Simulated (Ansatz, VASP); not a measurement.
Cd: VASP beside Ansatz

INCAR

```
SYSTEM = Cd
  ALGO = Fast
  EDIFF = 1E-6
  EDIFFG = -0.005
  ENCUT = 600
  GGA = PE
  IBRION = 2
  ISIF = 3
  ISMEAR = 0
  LASPH = .TRUE.
  LCHARG = .FALSE.
  LREAL = .FALSE.
  LWAVE = .FALSE.
  NELM = 60
  NSW = 100
  PREC = Accurate
  SIGMA = 0.1
```

KPOINTS

```
k-points
0
G
  18 18 8
  0 0 0
```

Contents of POSCAR:

```
Cd
1.0
    3.1252960000      0.0000000000      0.0000000000
   -1.5626480000      2.7065860000      0.0000000000
    0.0000000000      0.0000000000      5.1035870000
Cd
2
Direct
    0.0000000000      0.0000000000      0.0000000000
    0.3333333300      0.6666666700      0.5000000000
```

Input for Ansatz:

```yaml
crystal:
  lattice:
    - [3.125296, 0.0, 0.0]
    - [-1.562648, 2.706586, 0.0]
    - [0.0, 0.0, 5.103587]
  atoms:
    - { symbol: Cd, position: [0.0, 0.0, 0.0] }
    - { symbol: Cd, position: [0.33333333, 0.66666667, 0.5] }
basis:
  ecutwfc: 420
kpoints:
  mp_grid: { grid: [18, 18, 8] }
hamiltonian:
  xc: pbe
scf:
  occupations: { method: gaussian, width: 0.1 }
output:
  forces: true
  stress: true
  eigenvalues: true
relax:
  adjacent_minimum: "off"
  f_tol: 0.005
  max_steps: 80
  cell: { stress_tol: 0.05 }
```

Alike in both runs: task relaxation of cell and atoms; functional PBE; k mesh 18 × 18 × 8; occupations gaussian, width 0.1 eV; no spin polarisation.

```csv
,VASP,Ansatz
version,VASP 6.6.1,Ansatz 0.2.0
potentials or method,"VASP PAW PBE potentials, release 64 (Cd), cutoff 600 eV","scalar-relativistic, plane waves, PAW"
valence electrons in the cell,24,40
```

|  | VASP | Ansatz | Ansatz less VASP |
| --- | --- | --- | --- |
| gap on the k mesh at the Fermi level, each at its own relaxed structure (eV) | none | none | - |
| relaxed volume (Å³/atom) | 22.98 | 22.93 | -0.043 |
| relaxed length of the cell vector where the two differ most in proportion (Å) | 5.811 | 5.831 | +0.0199 |

A gap of «none» marks a metal or a gap that the smearing closes. VASP's potentials hold 24 valence electrons a cell and Ansatz's 40, so a difference there can come from the potentials and not from the codes.
